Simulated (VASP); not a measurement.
# LiF (P6_3mc) in VASP: a series of runs, part 2 of 2

VASP 6.6.1. Earlier steps stand in the parts before.

**3. Single point, LDA (c/a of the conventional cell at fixed volume 1.5868)**

INCAR

```
SYSTEM = LiF
  ALGO = Normal
  EDIFF = 1E-7
  ENCUT = 520
  ISIF = 2
  ISMEAR = 0
  LASPH = .TRUE.
  LCHARG = .FALSE.
  LREAL = .FALSE.
  LWAVE = .FALSE.
  NBANDS = 18
  NELM = 100
  PREC = Accurate
  SIGMA = 0.05
```

KPOINTS

```
k-points
0
G
  9 9 6
  0 0 0
```

POSCAR

```
LiF
1.0
    2.9984347243      0.0000000000      0.0000000000
   -1.4992173621      2.5967206428      0.0000000000
    0.0000000000      0.0000000000      4.7579162205
Li F
2 2
Direct
    0.3333333333      0.6666666667      0.3559038391
    0.6666666667      0.3333333333      0.8559038391
    0.3333333333      0.6666666667      0.9910195924
    0.6666666667      0.3333333333      0.4910195924
```

Potentials or basis: VASP PAW LDA potentials, release 64 (Li_sv, F).

On the command line:

```bash
$ cat potpaw_LDA.64/Li_sv/POTCAR potpaw_LDA.64/F/POTCAR > POTCAR
$ mpirun -np 1 vasp_std > vasp.out
```

OUTCAR:

```text
SYSTEM = LiF
   EDIFF = 1E-7
   ENCUT = 520
   ISIF = 2
   ISMEAR = 0
   LASPH = .TRUE.
   LREAL = .FALSE.
   NELM = 100
   PREC = Accurate

 ion  position               nearest neighbor table
   1  0.333  0.667  0.356-   3 1.74   4 1.85   4 1.85   4 1.85
   2  0.667  0.333  0.856-   4 1.74   3 1.85   3 1.85   3 1.85
   3  0.333  0.667  0.991-   1 1.74   2 1.85   2 1.85   2 1.85
   4  0.667  0.333  0.491-   2 1.74   1 1.85   1 1.85   1 1.85

  LATTYP: Found a hexagonal cell.
 ALAT       =     2.9984347243
 C/A-ratio  =     1.5868000000

  Lattice vectors:

 A1 = (   2.9984347243,   0.0000000000,   0.0000000000)
 A2 = (  -1.4992173621,   2.5967206428,   0.0000000000)
 A3 = (   0.0000000000,   0.0000000000,   4.7579162205)

Analysis of symmetry for initial positions (statically):
=====================================================================
 Subroutine PRICEL returns:
 Original cell was already a primitive cell.

 Routine SETGRP: Setting up the symmetry group for a
 hexagonal supercell.

 Subroutine GETGRP returns: Found 12 space group operations
 (whereof  6 operations were pure point group operations)
 out of a pool of 24 trial point group operations.

The static configuration has the point symmetry C_3v.
 The point group associated with its full space group is C_6v.

Analysis of symmetry for dynamics (positions and initial velocities):
=====================================================================
 Subroutine PRICEL returns:
 Original cell was already a primitive cell.

 Routine SETGRP: Setting up the symmetry group for a
 hexagonal supercell.

 Subroutine GETGRP returns: Found 12 space group operations
 (whereof  6 operations were pure point group operations)
 out of a pool of 24 trial point group operations.

The dynamic configuration has the point symmetry C_3v.
 The point group associated with its full space group is C_6v.

 Subroutine INISYM returns: Found 12 space group operations
 (whereof  6 operations are pure point group operations),
 and found     1 'primitive' translations

[... 114 lines left out ...]
   EFERMI_NEDOS =   21; number of points for ismear=-14 and -15
   IALGO  =     38    algorithm
   IMIX   =      4    mixing-type and parameters
     AMIX     =   0.40;   BMIX     =  1.00
     AMIX_MAG =   1.60;   BMIX_MAG =  1.00
  volume/ion in A,a.u.               =       9.26        62.50
  Fermi-wavevector in a.u.,A,eV,Ry     =   1.333028  2.519058 24.177060  1.776964
  Thomas-Fermi vector in A             =   2.461918
   LORBIT       =      0    0 simple, 1 ext, 2 COOP (PROOUT), +10 PAW based schemes
   GGA     = CA    functional components
   LHFCALC =     F    Hartree Fock is set to
   AEXX    =    0.0000 exact exchange contribution
   IVDW    =     0    specifies the selected vdW correction
   LEPSILON=     F    determine dielectric tensor
   LRPA    =     F    only Hartree local field effects (RPA)
 non-spin polarized calculation
 Gauss-broadening in eV      SIGMA  =   0.05
  energy-cutoff  :      520.00
  volume of cell :       37.05
 maximum number of plane-waves:      1020
 NGX is ok and might be reduce to    24
   NGX = 11   NGY = 11   NGZ = 17

 number of electron      20.0000033 magnetization

 Free energy of the ion-electron system (eV)
  ---------------------------------------------------
  ext. energy  EPLUGINS =         0.00000000
  ---------------------------------------------------
  free energy    TOTEN  =       -20.76719322 eV

  energy without entropy =      -20.76719322  energy(sigma->0) =      -20.76719322

 E-fermi :  -2.2497     XC(G=0):  -9.8652

 val. band max:       -2.5320457635   @ k =   0.0000   0.0000   0.0000
 cond. band min:       5.4233045678   @ k =   0.0000   0.0000   0.0000
 fundamental gap:      7.9553503313
 Fermi energy:        -2.2497079540

 k-point     1 :       0.0000    0.0000    0.0000
  band No.  band energies     occupation
      1     -41.5629      2.00000
      2     -41.4931      2.00000
      3     -21.5625      2.00000
      4     -21.3683      2.00000
      5      -4.7931      2.00000
      6      -2.8906      2.00000
[... 481 lines left out ...]
      5      -4.6621      2.00000
      6      -3.8957      2.00000
[... 10 lines left out ...]
     17      16.4928      0.00000
     18      19.0679      0.00000

 [... further k-points ...]
[... 5 lines left out ...]
  --------------------------------------------------------------------------------------
  -------------------------------------------------------------------------------------
  Total       -0.3231953     -0.3231953      0.9965977     -0.0000000     -0.0000000      0.0000000
  in kB      -13.9778058    -13.9778058     43.1016431     -0.0000000     -0.0000000      0.0000000
  external PRESSURE =       5.0486772 kB  Pullay stress =       0.0000000 kB

 VOLUME and BASIS-vectors are now :
 -----------------------------------------------------------------------------
  energy-cutoff  :      520.00
  volume of cell :       37.05
      direct lattice vectors                 reciprocal lattice vectors
     2.998434724  0.000000000  0.000000000     0.333507344  0.192550555  0.000000000
    -1.499217362  2.596720643  0.000000000     0.000000000  0.385101109  0.000000000
     0.000000000  0.000000000  4.757916221     0.000000000  0.000000000  0.210176042

 POSITION                                       TOTAL-FORCE (eV/Angst)
 -----------------------------------------------------------------------------------
     -0.00000      1.73115      1.69336         0.000000     -0.000000      0.476168
      1.49922      0.86557      4.07232         0.000000      0.000000      0.476168
     -0.00000      1.73115      4.71519         0.000000     -0.000000     -0.476168
      1.49922      0.86557      2.33623        -0.000000      0.000000     -0.476168
 -----------------------------------------------------------------------------------
    total drift:                                0.000000      0.000000     -0.000974

  FREE ENERGIE OF THE ION-ELECTRON SYSTEM (eV)
  ---------------------------------------------------
  free  energy   TOTEN  =       -20.7671932153 eV

  energy  without entropy=      -20.7671932153  energy(sigma->0) =      -20.76719322
```

OSZICAR:

```text
N       E                     dE             d eps       ncg     rms          rms(c)
DAV:   1     0.117998867613E+03    0.11800E+03   -0.10862E+04  1728   0.120E+03
DAV:   2    -0.119683306724E+02   -0.12997E+03   -0.12707E+03  1984   0.300E+02
DAV:   3    -0.220159701105E+02   -0.10048E+02   -0.99879E+01  3150   0.619E+01
DAV:   4    -0.221873670775E+02   -0.17140E+00   -0.17111E+00  2174   0.861E+00
DAV:   5    -0.221889166398E+02   -0.15496E-02   -0.15493E-02  2366   0.770E-01    0.700E+00
DAV:   6    -0.207946775424E+02    0.13942E+01   -0.35473E+00  1824   0.146E+01    0.217E+00
DAV:   7    -0.207765426199E+02    0.18135E-01   -0.12068E-01  1980   0.247E+00    0.138E+00
DAV:   8    -0.207680981800E+02    0.84444E-02   -0.44601E-02  2336   0.199E+00    0.327E-01
DAV:   9    -0.207670354133E+02    0.10628E-02   -0.56091E-03  2056   0.633E-01    0.859E-02
DAV:  10    -0.207671961866E+02   -0.16077E-03   -0.28209E-04  1882   0.145E-01    0.221E-02
DAV:  11    -0.207671932536E+02    0.29330E-05   -0.16600E-05  2380   0.402E-02    0.526E-03
DAV:  12    -0.207671932153E+02    0.38244E-07   -0.99980E-07  2588   0.877E-03
   1 F= -.20767193E+02 E0= -.20767193E+02  d E =-.168119E-17
```

stdout:

```text
POSCAR found type information on POSCAR LiF
 POSCAR found :  2 types and       4 ions
 scaLAPACK will be used
 LDA part: xc-table for (Slater(with rela. corr.)+CA(PZ))
 , standard interpolation
 POSCAR, INCAR and KPOINTS ok, starting setup
 FFT: planning ... GRIDC
 FFT: planning ... GRID_SOFT
 FFT: planning ... GRID
 WAVECAR not read
 entering main loop
```

It took 20 s on 1 thread of Intel Xeon Platinum 8488C (Sapphire Rapids), shared host; peak memory 0.14 GiB.

What came out:

```
Free energy            : -20.7672 eV
Largest force          : 0.476 eV/Å
Band gap on the k mesh : 7.96 eV, direct
```

Forces on the atoms (eV/Å):
```
Li   0.000  0.000  0.476
Li   0.000  0.000  0.476
F    0.000  0.000 -0.476
F    0.000  0.000 -0.476
```

Caveat: the cutoff is under 1.25 times the usual one of these potentials, so pressure, stress and relaxed cells hold a basis-set (Pulay) error. A k mesh can miss the band edges.
